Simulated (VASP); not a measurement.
Wanted: the native input for a VASP 6.6.1 run.

```yaml
Task: relaxation of cell and atoms
Functional: LDA
Potentials_or_basis: VASP PAW LDA potentials, release 64 (Zr_sv, B)
Cutoff: 500 eV
k_mesh: 8 × 8 × 8
Occupations: gaussian, width 0.1 eV
Spin: no spin polarisation
Dipole_correction: no
Further_INCAR_settings: ALGO = Normal; EDIFF = 1e-07; IBRION = 2; EDIFFG = -0.05; NSW = 100; ISIF = 3
```

The structure of ZrB lies in POSCAR:

```
ZrB
1.0
    0.0000000000      2.3250000000      2.3250000000
    2.3250000000      0.0000000000      2.3250000000
    2.3250000000      2.3250000000      0.0000000000
Zr B
1 1
Direct
    0.0000000000      0.0000000000      0.0000000000
    0.5000000000      0.5000000000      0.5000000000
```

These files were run (other wordings do the same):

INCAR

```
SYSTEM = ZrB
ALGO = Normal
EDIFF = 1E-7
EDIFFG = -0.05
ENCUT = 500
GGA = CA
GGA_COMPAT = .FALSE.
IBRION = 2
ISIF = 3
ISMEAR = 0
LASPH = .TRUE.
LCHARG = .FALSE.
LREAL = .FALSE.
LWAVE = .FALSE.
NELM = 120
NELMIN = 4
NSW = 100
PREC = Accurate
SIGMA = 0.1
```

KPOINTS

```
k-points
0
G
  8 8 8
  0 0 0
```

Potentials or basis: VASP PAW LDA potentials, release 64 (Zr_sv, B).

The run is started by

```sh
$ cat potpaw_LDA.64/Zr_sv/POTCAR potpaw_LDA.64/B/POTCAR > POTCAR
$ mpirun -np 1 vasp_std > vasp.out
```

Results of the run:

The relaxed volume is 14.14 Å³/atom. The relaxed cell is a = 3.420 Å, b = 3.420 Å, c = 3.420 Å, α = 60.00°, β = 60.00°, γ = 60.00°. The space group after relaxing (to 0.05 Å) is Fm-3m (No. 225) and the energy gained by relaxing is 115.3 meV/atom. The ionic steps are 4 and the pressure after relaxing is -0.1 GPa.

Caveat: the volume moved by +12 % from the deposited cell, more than functionals usually miss.

Run time: 27 s on 1 thread of AMD EPYC 7R43 64-Core Processor (Zen 3), with other jobs on the host, peak memory 0.1 GiB.
